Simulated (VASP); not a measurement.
A run of VASP 6.6.1 is set up as follows.

INCAR

```
SYSTEM = Be
ALGO     = Normal         ! electronic algorithm
EDIFF    = 1E-6           ! SCF threshold, eV
EDIFFG   = -0.005         ! ionic threshold
ENCUT    = 600            ! plane-wave cutoff, eV
GGA      = PE             ! functional
IBRION   = 2              ! ionic algorithm
ISIF     = 3              ! what is computed and relaxed
ISMEAR   = -1             ! smearing method
LASPH    = .TRUE.         ! aspherical terms in the spheres
LCHARG   = .FALSE.        ! write CHGCAR
LREAL    = .FALSE.        ! projectors in reciprocal space
LWAVE    = .FALSE.        ! write WAVECAR
NELM     = 80             ! most SCF steps
NSW      = 32             ! ionic steps
PREC     = Accurate       ! precision mode
PSTRESS  = 4200.0       
SIGMA    = 0.08           ! smearing width, eV
```

File KPOINTS:

```
k-points
0
G
  20 20 20
  0 0 0
```

Contents of POSCAR:

```
Be
1.0
    0.0000000000      1.6114472540      1.6114472540
    1.6114472540      0.0000000000      1.6114472540
    1.6114472540      1.6114472540      0.0000000000
Be
2
Direct
   -0.1250000000     -0.1250000000     -0.1250000000
    0.1250000000      0.1250000000      0.1250000000
```

Potentials or basis: VASP PAW PBE potentials, release 64 (Be).

Launch:

```sh
$ cat potpaw_PBE.64/Be/POTCAR > POTCAR
$ mpirun -np 1 vasp_std > vasp.out
```

Problem. Estimate the relaxed cell.

Solution. a = 2.283 Å, b = 2.283 Å, c = 2.283 Å, α = 60.00°, β = 60.00°, γ = 60.00°.

Problem. Predict the space group after relaxing (to 0.1 Å).

Solution. Fd-3m (No. 227).

Final structure:
```
Be
1.0
     0.00000    1.61465    1.61465
     1.61465    0.00000    1.61465
     1.61465    1.61465    0.00000
Be
2
Direct
  0.87500 0.87500 0.87500
  0.12500 0.12500 0.12500
```

Caveat: the cell is relaxed towards a set pressure, so the run minimises the enthalpy, not the energy.
